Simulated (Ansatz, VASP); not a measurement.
**H20CO9: VASP beside Ansatz**

```xyz
30
Lattice="6.5132 0.0000 0.0000 0.0000 6.5132 0.0000 0.0000 0.0000 6.5132" Properties=species:S:1:pos:R:3 pbc="T T T"
O     1.2524    0.5758    1.0095
O     3.8555    3.8976    0.3521
O     3.8316    3.4259    2.9638
O     3.4948    1.0654    4.0397
O     5.6302    5.7783    6.2042
O     2.1628    4.4448    4.8435
O     5.3719    1.8303    5.5719
O     1.0343    1.5983    3.7987
O     5.0305    5.5129    3.6979
H     0.6611    0.0046    0.4495
H     1.9100    0.9502    0.3904
H     4.4536    4.6877    0.1619
H     3.0862    4.0375   -0.2869
H     3.8275    2.4497    3.2234
H     3.7398    3.5274    1.9569
H     2.4742    1.1341    3.9841
H     3.9241    0.1745    3.8195
H     5.4346    6.7662    6.1732
H     5.6378    5.5670    5.2127
H     2.3281    5.3942    4.6590
H     2.5885    3.9921    4.0533
H     4.5366    1.6178    5.0321
H     5.0982    2.5898    6.1470
H     0.7530    1.3570    2.8896
H     0.2489    1.7472    4.3953
H     5.5972    6.8687    2.2421
H     4.6091    4.5835    3.5235
H     6.8606    5.6697    2.7048
H     5.4630    5.1941    1.6872
C     5.7777    5.8167    2.5364
```

Alike in both runs: functional LDA; k mesh 1 × 1 × 1; occupations fermi-dirac, width 0.02 eV; no spin polarisation.

Ansatz relaxed the structure, and its values are those at the end. VASP's run is a single point on that final structure, the one shown.

|  | VASP | Ansatz |
| --- | --- | --- |
| version | VASP 6.6.1 | Ansatz 0.2.0 |
| potentials or method | VASP PAW LDA potentials, release 64 (O, H, C), cutoff 520 eV | scalar-relativistic, plane waves, PAW |
| valence electrons in the cell | 78 | 78 |

```tsv
	VASP	Ansatz	Ansatz less VASP
rms of the force components (eV/Å)	0.096	0.093	-0.0033
```

LDA's correlation is that of Perdew and Zunger in VASP and of Perdew and Wang (1992) in Ansatz.
